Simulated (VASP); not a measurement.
# TiAl30 (a cell with a defect) in VASP: a series of runs

TiAl30 (a cell with a defect) is run at these levels: PBE+D3(BJ); tasks: single point.

Program: VASP 6.6.1. These are calculated values, not measurements. Logs are shortened: lines on timing, memory, paths and dates and some standing lists are left out, and cuts for length are marked.

**1. The cell of the first run**

The cell holds a defect, 31 atoms: a = 8.100 Å, b = 8.100 Å, c = 8.100 Å, α = 90.00°, β = 90.00°, γ = 90.00°.

**2. Single point, PBE+D3(BJ)**

Input file INCAR:

```
PREC = Accurate
ENCUT = 520
EDIFF = 1E-6
ISMEAR = -1
SIGMA = 0.15
LREAL = Auto
LASPH = T
NELM = 60
ALGO = Normal
ISIF = 2
LWAVE = F
LCHARG = F
GGA = PE
IVDW = 12
NBANDS = 72
```

Input file KPOINTS:

```
regular mesh
0
Gamma
  3 3 3
```

Input file POSCAR:

```
TiAl30
1.0
    8.1000000000      0.0000000000      0.0000000000
    0.0000000000      8.1000000000      0.0000000000
    0.0000000000      0.0000000000      8.1000000000
Al Ti
30 1
Direct
    0.4989967901     -0.0077013580      0.0059461728
    0.7488745679      0.2509591358      0.0019608642
    0.7447032099     -0.0078808642      0.2515965432
   -0.0017648148      0.0007985185      0.0006722222
    0.2532509877      0.2509748148     -0.0051002469
    0.4990167901      0.5096170370      0.0059527160
    0.7481456790      0.7509617284      0.0022549383
    0.2472530864      0.0130439506      0.2523574074
    0.5057574074      0.2509560494      0.2449179012
    0.7447065432      0.5098087654      0.2516145679
    0.4985569136      0.0132370370      0.5036479012
    0.7559613580      0.2509519753      0.4972418519
    0.7500892593      0.0012053086      0.7525439506
   -0.0017525926      0.5011385185      0.0006934568
    0.2519938272      0.7509643210      0.0048438272
   -0.0044225926      0.2509859259      0.2480350617
    0.2472901235      0.4889116049      0.2523887654
    0.0019255556     -0.0039670370      0.5017792593
    0.2449435802      0.2509561728      0.5058041975
    0.4985638272      0.4886683951      0.5036603704
    0.7462466667      0.7509548148      0.4989334568
    0.2487366667     -0.0042866667      0.7486274074
    0.5023892593      0.2509500000      0.7553134568
    0.7501029630      0.5007108642      0.7525519753
    0.0177807407      0.7509664198      0.2565234568
    0.0019500000      0.5058932099      0.5017939506
   -0.0014630864      0.2509623457      0.7523558025
    0.2487460494      0.5062081481      0.7486503704
    0.4943043210      0.7509559259      0.7329439506
    0.0019944444      0.7509649383      0.7484307407
    0.4690161728      0.7509908642      0.2822109877
```

Potentials or basis: VASP PAW PBE potentials, release 64 (Al, Ti_sv).

The run is started by

```
$ cat potpaw_PBE.64/Al/POTCAR potpaw_PBE.64/Ti_sv/POTCAR > POTCAR
$ mpirun -np 1 vasp_std > vasp.out
```

OUTCAR:

```text
PREC = Accurate
   ENCUT = 520
   EDIFF = 1E-6
   ISMEAR = -1
   LREAL = Auto
   LASPH = T
   NELM = 60
   ISIF = 2
   GGA = PE
   IVDW = 12
 IVDW          = 12

 ion  position               nearest neighbor table
   1  0.499  0.992  0.006-  15 2.80   7 2.81   3 2.81   9 2.85   8 2.86  13 2.89   5 2.89  22 2.91
                             2 2.91  23 2.92  29 2.95  31 2.98
   2  0.749  0.251  0.002-   9 2.78  16 2.82  23 2.82  24 2.86  13 2.86  27 2.86   4 2.86  14 2.86
                             3 2.91  10 2.91   6 2.91   1 2.91
   3  0.745  0.992  0.252-  21 2.80   7 2.81   1 2.81   9 2.85  11 2.86   4 2.89  12 2.89  18 2.91
                             2 2.91  16 2.92  25 2.95  31 2.98
   4  0.998  0.001  0.001-  13 2.84  16 2.85  27 2.86   2 2.86   7 2.86   8 2.87  30 2.88  22 2.88
                            15 2.88   3 2.89   5 2.89  25 2.90
   5  0.253  0.251  0.995-  23 2.80   8 2.84  17 2.84  27 2.85  28 2.87  22 2.87   9 2.88   6 2.89
                             1 2.89  14 2.89   4 2.89  16 2.93
   6  0.499  0.510  0.006-  15 2.80   7 2.81  10 2.81   9 2.85  17 2.86  24 2.89   5 2.89  28 2.91
                             2 2.91  23 2.92  29 2.95  31 2.98
   7  0.748  0.751  0.002-   6 2.81   1 2.81   3 2.81  10 2.81  14 2.86   4 2.86  24 2.86  13 2.86
                            30 2.91  29 3.00  25 3.00
   8  0.247  0.013  0.252-  31 2.79  16 2.81  19 2.82  25 2.82  18 2.84   5 2.84   9 2.85   1 2.86
                             4 2.87  11 2.88  15 2.92
   9  0.506  0.251  0.245-   2 2.78   8 2.85  17 2.85  11 2.85  20 2.85   6 2.85   1 2.85   3 2.85
[... 31 lines left out ...]
  25  0.018  0.751  0.257-  15 2.78  18 2.81  26 2.81   8 2.82  17 2.82  14 2.90   4 2.90  21 2.95
                             3 2.95  10 2.95   7 3.00
  26  0.002  0.506  0.502-  25 2.81  30 2.82  28 2.83  17 2.84  19 2.85  21 2.87  12 2.87  24 2.88
                            27 2.90  10 2.91  16 2.91
  27  0.999  0.251  0.752-  19 2.82   5 2.85  12 2.85  24 2.85  13 2.85   4 2.86  14 2.86   2 2.86
                            22 2.90  28 2.90  26 2.90  18 2.90
  28  0.249  0.506  0.749-  29 2.81  30 2.82  26 2.83  20 2.84  19 2.85  15 2.87   5 2.87  14 2.88
                            27 2.90   6 2.91  23 2.92
  29  0.494  0.751  0.733-  21 2.79  28 2.81  22 2.81  20 2.82  11 2.82  13 2.90  24 2.90  15 2.95
                             1 2.95   6 2.95   7 3.00
  30  0.002  0.751  0.748-  22 2.82  28 2.82  26 2.82  18 2.82   4 2.88  14 2.88  13 2.88  24 2.88
                            21 2.89  15 2.90   7 2.91
  31  0.469  0.751  0.282-  11 2.79  20 2.79  17 2.79   8 2.79  21 2.85  15 2.85   3 2.98  10 2.98
                             1 2.98   6 2.98

  LATTYP: Found a simple cubic cell.
 ALAT       =     8.1000000000

  Lattice vectors:

 A1 = (   8.1000000000,   0.0000000000,   0.0000000000)
 A2 = (   0.0000000000,   8.1000000000,   0.0000000000)
 A3 = (   0.0000000000,   0.0000000000,   8.1000000000)

Analysis of symmetry for initial positions (statically):
=====================================================================
 Subroutine PRICEL returns:
 Original cell was already a primitive cell.

 Routine SETGRP: Setting up the symmetry group for a
 simple cubic supercell.

 Subroutine GETGRP returns: Found  1 space group operations
 (whereof  1 operations were pure point group operations)
 out of a pool of 48 trial point group operations.

The static configuration has the point symmetry C_1 .

Analysis of symmetry for dynamics (positions and initial velocities):
=====================================================================
 Subroutine PRICEL returns:
 Original cell was already a primitive cell.

 Routine SETGRP: Setting up the symmetry group for a
 simple cubic supercell.

 Subroutine GETGRP returns: Found  1 space group operations
 (whereof  1 operations were pure point group operations)
 out of a pool of 48 trial point group operations.

The dynamic configuration has the point symmetry C_1 .

 Subroutine INISYM returns: Found  1 space group operations
 (whereof  1 operations are pure point group operations),
 and found     1 'primitive' translations

----------------------------------------------------------------------------------------

                                     Primitive cell

  volume of cell :     531.4410

  direct lattice vectors                    reciprocal lattice vectors
[... 83 lines left out ...]

  Cartesian coordinates                     Fractional coordinates (reciprocal lattice)
     0.041152263  0.000000000  0.000000000     0.333333333  0.000000000  0.000000000
     0.000000000  0.041152263  0.000000000     0.000000000  0.333333333  0.000000000
     0.000000000  0.000000000  0.041152263     0.000000000  0.000000000  0.333333333

  Length of vectors
     0.041152263  0.041152263  0.041152263

  Shift w.r.t. Gamma in fractional coordinates (k-lattice)
     0.000000000  0.000000000  0.000000000

 Subroutine IBZKPT returns following result:
 ===========================================

 Found     14 irreducible k-points:

 Following reciprocal coordinates:
            Coordinates               Weight
  0.000000  0.000000  0.000000      1.000000
  0.333333  0.000000  0.000000      2.000000
  0.000000  0.333333  0.000000      2.000000
  0.000000  0.000000  0.333333      2.000000
  0.333333  0.333333  0.000000      2.000000
  0.000000  0.333333  0.333333      2.000000
  0.333333  0.000000  0.333333      2.000000
 -0.333333  0.333333  0.000000      2.000000
 -0.333333  0.000000  0.333333      2.000000
  0.000000 -0.333333  0.333333      2.000000
  0.333333  0.333333  0.333333      2.000000
 -0.333333  0.333333  0.333333      2.000000
 -0.333333 -0.333333  0.333333      2.000000
  0.333333 -0.333333  0.333333      2.000000
   k-points           NKPTS =     14   k-points in BZ     NKDIM =     14   number of bands    NBANDS=     72
   number of dos      NEDOS =    301   number of ions     NIONS =     31
   total plane-waves  NPLWV = 216000
   dimension x,y,z NGX =    60 NGY =   60 NGZ =   60
   dimension x,y,z NGXF=   120 NGYF=  120 NGZF=  120
   ions per type =              30   1
   NGX,Y,Z   is equivalent  to a cutoff of  12.31, 12.31, 12.31 a.u.
   NGXF,Y,Z  is equivalent  to a cutoff of  24.63, 24.63, 24.63 a.u.
 SYSTEM =  unknown system
   PREC   = accura    normal or accurate (medium, high low for compatibility)
   ISTART =      0    job   : 0-new  1-cont  2-samecut
   ICHARG =      2    charge: 1-file 2-atom 10-const
   ISPIN  =      1    spin polarized calculation?
   LNONCOLLINEAR =      F non collinear calculations
   LSORBIT =      F    spin-orbit coupling
   LASPH  =      T    aspherical Exc in radial PAW
   ENCUT  =  520.0 eV  38.22 Ry    6.18 a.u.  15.06 15.06 15.06*2*pi/ulx,y,z
   NELM   =     60;   NELMIN=  2; NELMDL= -5     # of ELM steps
   EDIFF  = 0.1E-05   stopping-criterion for ELM
   LREAL  =      T    real-space projection
   EDIFFG = 0.1E-04   stopping-criterion for IOM
   NSW    =      0    number of steps for IOM
   IBRION =     -1    ionic relax: 0-MD 1-quasi-New 2-CG
   NFREE  =      0    steps in history (QN), initial steepest desc. (CG)
   ISIF   =      2    stress and relaxation
   ISYM   =      2    0-nonsym 1-usesym 2-fastsym
   POTIM  = 0.5000    time-step for ionic-motion
   TEBEG  =    0.0;   TEEND  =   0.0 temperature during run
   PSTRESS=    0.0 pullay stress
   NELECT =     102.0000    total number of electrons
   NUPDOWN=      -1.0000    fix difference up-down
   EMIN   =  10.00;   EMAX   =-10.00  energy-range for DOS
   EFERMI =   0.00;   METHOD = LEGACY
   ISMEAR =    -1;   SIGMA  =   0.15  broadening in eV -4-tet -1-fermi 0-gaus
   EFERMI_NEDOS =   21; number of points for ismear=-14 and -15
   IALGO  =     38    algorithm
   IMIX   =      4    mixing-type and parameters
     AMIX     =   0.40;   BMIX     =  1.00
     AMIX_MAG =   1.60;   BMIX_MAG =  1.00
  volume/ion in A,a.u.               =      17.14       115.69
  Fermi-wavevector in a.u.,A,eV,Ry     =   0.944329  1.784523 12.133087  0.891757
  Thomas-Fermi vector in A             =   2.072123
   LORBIT       =      0    0 simple, 1 ext, 2 COOP (PROOUT), +10 PAW based schemes
   GGA     = PE    functional components
   LHFCALC =     F    Hartree Fock is set to
   AEXX    =    0.0000 exact exchange contribution
   IVDW    =    12    specifies the selected vdW correction
   LEPSILON=     F    determine dielectric tensor
   LRPA    =     F    only Hartree local field effects (RPA)
 non-spin polarized calculation
  energy-cutoff  :      520.00
  volume of cell :      531.44
 maximum number of plane-waves:     14358
   NGX = 31   NGY = 31   NGZ = 31

 number of electron     102.0000002 magnetization

 Free energy of the ion-electron system (eV)
  ---------------------------------------------------
  ext. energy  EPLUGINS =         0.00000000
  ---------------------------------------------------
  free energy    TOTEN  =      -120.78836776 eV

  energy without entropy =     -119.76763178  energy(sigma->0) =     -120.27799977

 E-fermi :   7.5229     XC(G=0): -10.0814

 val. band max:        7.5154539410   @ k =   0.0000   0.3333   0.0000
 cond. band min:       7.5325983869   @ k =   0.3333   0.3333   0.3333
 fundamental gap:      0.0171444459
 Fermi energy:         7.5229076700

 k-point     1 :       0.0000    0.0000    0.0000
  band No.  band energies     occupation
      1     -49.5451      2.00000
      2     -25.8767      2.00000
      3     -25.7878      2.00000
      4     -25.7758      2.00000
      5      -3.2642      2.00000
      6      -1.1749      2.00000
[... 913 lines left out ...]
     62       9.2497      0.00002
     63       9.2651      0.00002
 [bands above 63 left out]

------------------------ aborting loop because EDIFF is reached ----------------------------------------

 Edisp (eV)  -10.26554

 E8    (eV) :    -4.6022

  FORCE on cell =-STRESS in cart. coord.  units (eV):
  Direction    XX          YY          ZZ          XY          YZ          ZX
  --------------------------------------------------------------------------------------
  -------------------------------------------------------------------------------------
  Total     -15.81893   -13.52678   -15.84303    -0.00051     0.01047    -1.20821
  in kB     -47.69057   -40.78024   -47.76325    -0.00153     0.03156    -3.64248
  external pressure =      -45.41 kB  Pullay stress =        0.00 kB

 VOLUME and BASIS-vectors are now :
 -----------------------------------------------------------------------------
  energy-cutoff  :      520.00
  volume of cell :      531.44
      direct lattice vectors                 reciprocal lattice vectors
     8.100000000  0.000000000  0.000000000     0.123456790  0.000000000  0.000000000
     0.000000000  8.100000000  0.000000000     0.000000000  0.123456790  0.000000000
     0.000000000  0.000000000  8.100000000     0.000000000  0.000000000  0.123456790

 POSITION                                       TOTAL-FORCE (eV/Angst)
 -----------------------------------------------------------------------------------
      4.04187      8.03762      0.04816        -0.029812      0.030598      0.002004
      6.06588      2.03277      0.01588        -0.029818      0.001589      0.029096
      6.03210      8.03616      2.03793         0.001052      0.033382      0.030167
      8.08571      0.00647      0.00544        -0.026830     -0.012761      0.037706
      2.05133      2.03290      8.05869        -0.012916     -0.000750      0.053921
      4.04204      4.12790      0.04822        -0.028674     -0.029168      0.001295
[... 23 lines left out ...]
      0.01615      6.08282      6.06229         0.014076      0.002461     -0.009206
      3.79903      6.08303      2.28591         0.616385     -0.000761     -0.614853
 -----------------------------------------------------------------------------------
    total drift:                                0.014915      0.005792      0.007561

  FREE ENERGIE OF THE ION-ELECTRON SYSTEM (eV)
  ---------------------------------------------------
  free  energy   TOTEN  =      -131.0539089689 eV

  energy  without entropy=     -130.0331729824  energy(sigma->0) =     -130.54354098
```

It took 24 min on 1 thread of Intel Xeon 8259CL, shared host; peak memory 0.67 GiB.

What came out:

* Free energy: -131.0539 eV
* Pressure: -4.5 GPa
* Largest force: 0.871 eV/Å
* Band gap on the k mesh: zero (bands 51 and 52 overlap by 0.23 eV)
* Dispersion energy per atom: -0.331 eV

Forces on the atoms (eV/Å):
```
Al  -0.030  0.031  0.002
Al  -0.030  0.002  0.029
Al   0.001  0.033  0.030
Al  -0.027 -0.013  0.038
Al  -0.013 -0.001  0.054
Al  -0.029 -0.029  0.001
Al  -0.068  0.003  0.071
Al   0.018 -0.113  0.067
Al  -0.047 -0.003  0.046
Al   0.000 -0.033  0.029
Al  -0.068 -0.116 -0.020
Al  -0.056  0.000  0.015
Al  -0.038 -0.019  0.024
Al  -0.026  0.018  0.037
Al  -0.031 -0.002 -0.042
Al   0.021 -0.002  0.000
Al   0.018  0.109  0.065
Al  -0.029  0.033  0.024
Al   0.010 -0.003 -0.012
Al  -0.066  0.114 -0.021
Al   0.034  0.000  0.030
Al  -0.021  0.034  0.033
Al   0.002  0.000 -0.024
Al  -0.038  0.020  0.026
Al  -0.003  0.001  0.028
Al  -0.031 -0.035  0.023
Al  -0.036  0.002  0.034
Al  -0.021 -0.037  0.032
Al  -0.028  0.002  0.003
Al   0.014  0.002 -0.009
Ti   0.616 -0.001 -0.615
```

**3. Single point, PBE+D3(BJ)**

Input file INCAR:

```
SYSTEM = TiAl30
  PREC = Accurate
  ENCUT = 520
  EDIFF = 1E-6
  ISMEAR = -1
  SIGMA = 0.15
  LREAL = Auto
  LASPH = .True.
  NELM = 80
  ALGO = Normal
  ISIF = 2
  LWAVE = .False.
  LCHARG = .False.
  GGA = PE
  IVDW = 12
  NBANDS = 72
```

Input file KPOINTS:

```
regular mesh
0
Gamma
  3 3 3
  0 0 0
```

Input file POSCAR:

```
TiAl30
1.0
    8.1000000000      0.0000000000      0.0000000000
    0.0000000000      8.1000000000      0.0000000000
    0.0000000000      0.0000000000      8.1000000000
Al Ti
30 1
Direct
    0.5011764198     -0.0047320988      0.0019333333
    0.7517551852      0.2501895062     -0.0014566667
    0.7480262963     -0.0050518519      0.2487440741
    0.0000739506      0.0000251852     -0.0017577778
    0.2474322222      0.2502161728     -0.0044079012
    0.5011927160      0.5051165432      0.0019554321
    0.7478249383      0.7501951852      0.0020055556
    0.2517600000      0.0122554321      0.2472690123
    0.5051951852      0.2501869136      0.2449565432
    0.7480481481      0.5054322222      0.2487532099
    0.5030379012      0.0124477778      0.4985588889
    0.7547024691      0.2501807407      0.5023969136
    0.7519416049      0.0004320988      0.7500935802
    0.0000923457      0.5003703704     -0.0017419753
    0.2559223457      0.7501939506      0.0177912346
   -0.0056956790      0.2502034568      0.2532571605
    0.2517908642      0.4881582716      0.2473067901
    0.0053359259     -0.0084629630      0.4990065432
    0.2443204938      0.2501827160      0.5057616049
    0.5030483951      0.4879158025      0.4985682716
    0.7323408642      0.7501839506      0.4943114815
    0.2509934568     -0.0086419753      0.7447181481
    0.4966419753      0.2501801235      0.7559616049
    0.7519480247      0.4999433333      0.7501082716
    0.0042316049      0.7501959259      0.2520041975
    0.0053440741      0.5088382716      0.4990246914
    0.0013576543      0.2501914815      0.7488824691
    0.2510120988      0.5090291358      0.7447224691
    0.4983283951      0.7501865432      0.7462622222
    0.0016569136      0.7501901235      0.7481508642
    0.2815422222      0.7502200000      0.4690887654
```

Potentials or basis: VASP PAW PBE potentials, release 64 (Al, Ti_sv).

The run is started by

```
$ cat potpaw_PBE.64/Al/POTCAR potpaw_PBE.64/Ti_sv/POTCAR > POTCAR
$ mpirun -np 1 vasp_std > vasp.out
```

Run time: 23 min. Hardware: 1 thread of AMD EPYC 7R13, shared host; peak memory 0.64 GiB.

It converged, with:

| Quantity | Value |
| --- | --- |
| Free energy | -131.0546 eV |
| Pressure | -4.5 GPa |
| Largest force | 0.868 eV/Å |
| Band gap on the k mesh | zero (bands 51 and 52 overlap by 0.23 eV) |
| Dispersion energy per atom | -0.331 eV |

Forces in eV/Å, atoms in the order of the input:
```
Al   0.023  0.034 -0.029
Al   0.034  0.001 -0.037
Al   0.032  0.036 -0.020
Al   0.036 -0.015 -0.028
Al   0.000 -0.001  0.022
Al   0.023 -0.033 -0.030
Al  -0.011  0.001  0.014
Al   0.066 -0.111  0.018
Al  -0.009 -0.001  0.009
Al   0.032 -0.037 -0.020
Al  -0.018 -0.114 -0.066
Al  -0.025  0.000  0.002
Al   0.026 -0.019 -0.037
Al   0.036  0.015 -0.028
Al   0.027  0.000 -0.001
Al   0.055 -0.001 -0.011
Al   0.066  0.111  0.018
Al   0.003  0.032 -0.029
Al   0.048 -0.001 -0.047
Al  -0.019  0.116 -0.066
Al  -0.001  0.000 -0.028
Al   0.031  0.034  0.001
Al   0.014  0.000 -0.058
Al   0.027  0.019 -0.037
Al  -0.040 -0.001 -0.030
Al   0.002 -0.030 -0.030
Al   0.030  0.001 -0.031
Al   0.030 -0.033  0.001
Al   0.029  0.000  0.033
Al   0.070  0.001 -0.067
Ti  -0.617 -0.003  0.610
```

Stress tensor (GPa, compression positive):
```
-4.78  0.00 -0.36
 0.00 -4.08  0.00
-0.36  0.00 -4.76
```

Levels at points of the mesh, in eV from the Fermi level:
| k point | band 47 | band 48 | band 49 | band 50 | band 51 | band 52 | band 53 | band 54 | band 55 | band 56 |
| --- | --- | --- | --- | --- | --- | --- | --- | --- | --- | --- |
| (0.00, 0.00, 0.00) | -0.44 | -0.31 | -0.27 | -0.06 | 0.22 | 0.31 | 0.42 | 0.43 | 0.49 | 0.60 |
